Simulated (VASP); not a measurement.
A run of VASP 6.6.1 is set up as follows.

INCAR

```
SYSTEM = Ru2C5
PREC     = Accurate       ! precision mode
ENCUT    = 520            ! plane-wave cutoff, eV
EDIFF    = 1E-6           ! SCF threshold, eV
ISMEAR   = 0              ! smearing method
SIGMA    = 0.1            ! smearing width, eV
LREAL    = .FALSE.        ! projectors in reciprocal space
LASPH    = .TRUE.         ! aspherical terms in the spheres
NELM     = 100            ! most SCF steps
ALGO     = Normal         ! electronic algorithm
ISIF     = 2              ! what is computed and relaxed
LWAVE    = .FALSE.        ! write WAVECAR
LCHARG   = .FALSE.        ! write CHGCAR
GGA      = PE             ! functional
NBANDS   = 61             ! bands
```

The input KPOINTS:

```
regular mesh
0
G
  12 12 1
  0 0 0
```

File POSCAR:

```
Ru2C5
1.0
    2.5341243517      0.0000000000      0.0000000000
   -1.2670621759      2.1946160649      0.0000000000
    0.0000000000      0.0000000000     32.5368412254
Ru C
4 10
Direct
    0.6666666667      0.3333333333      0.9660367141
    0.3333333333      0.6666666667      0.8989165331
    0.3333333333      0.6666666667      0.0339632859
    0.6666666667      0.3333333333      0.1010834669
    0.3333333333      0.6666666667      0.4999957243
    0.6666666667      0.3333333333      0.5000042757
    0.0000000000      0.0000000000      0.6290978532
    0.6666666667      0.3333333333      0.6290961941
    0.0000000000      0.0000000000      0.3709021468
    0.3333333333      0.6666666667      0.3709038059
    0.6666666667      0.3333333333      0.7592785973
    0.3333333333      0.6666666667      0.7592906580
    0.3333333333      0.6666666667      0.2407214027
    0.6666666667      0.3333333333      0.2407093420
```

Potentials or basis: VASP PAW PBE potentials, release 64 (Ru_pv, C).

Command:

```sh
$ cat potpaw_PBE.64/Ru_pv/POTCAR potpaw_PBE.64/C/POTCAR > POTCAR
$ mpirun -np 1 vasp_std > vasp.out
```

(1) Estimate the pressure.

(2) Predict the largest force.

## Answers

(1) 0.3 GPa.

(2) 0.014 eV/Å.
